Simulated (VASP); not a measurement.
Wanted: the native input for a VASP 6.6.1 run.

```
Task                   : single point
Functional             : PBE
Potentials or basis    : VASP PAW PBE potentials, release 64 (Ga_d, Sb)
Cutoff                 : 520 eV
k mesh                 : 10 × 10 × 8
Occupations            : gaussian, width 0.1 eV
Spin                   : no spin polarisation
Dipole correction      : no
Further INCAR settings : ALGO = Normal; EDIFF = 1e-06; NBANDS = 26
```

The structure of GaSb lies in POSCAR:

```
GaSb
1.0
    3.0455887369      3.0455887369      0.0000000000
   -3.0455887369      3.0455887369      0.0000000000
    0.0000000000      0.0000000000      6.3161460149
Ga Sb
2 2
Direct
    0.0000000000      0.0000000000      0.0000000000
    0.5000000000      0.5000000000      0.5000000000
    0.5000000000      0.0000000000      0.2500000000
    0.0000000000      0.5000000000      0.7500000000
```

This cell differs from its parent crystal: biaxial strain in the a-b plane: -2.0 %, then relaxed in part.

One way to write it, as run:

INCAR

```
PREC = Accurate
ENCUT = 520
EDIFF = 1E-6
ISMEAR = 0
SIGMA = 0.1
LREAL = F
LASPH = T
NELM = 100
ALGO = Normal
ISIF = 2
LWAVE = F
LCHARG = F
GGA = PE
NBANDS = 26
```

KPOINTS

```
regular mesh
0
Gamma
  10 10 8
```

Potentials or basis: VASP PAW PBE potentials, release 64 (Ga_d, Sb).

The run is started by

```console
$ cat potpaw_PBE.64/Ga_d/POTCAR potpaw_PBE.64/Sb/POTCAR > POTCAR
$ mpirun -np 1 vasp_std > vasp.out
```

Results of the run:

```yaml
Pressure: 1.2 GPa
Band_gap_on_the_k_mesh: zero (filled and empty bands touch)
```

Caveat: the cell differs from its parent crystal (biaxial strain in the a-b plane: -2.0 %, then relaxed in part); spin-orbit coupling is left out, which moves the levels of the heavy elements.

Run time: 90 s on 1 thread of Intel(R) Xeon(R) 6975P-C (Granite Rapids), on a shared host, peak memory 0.41 GiB.
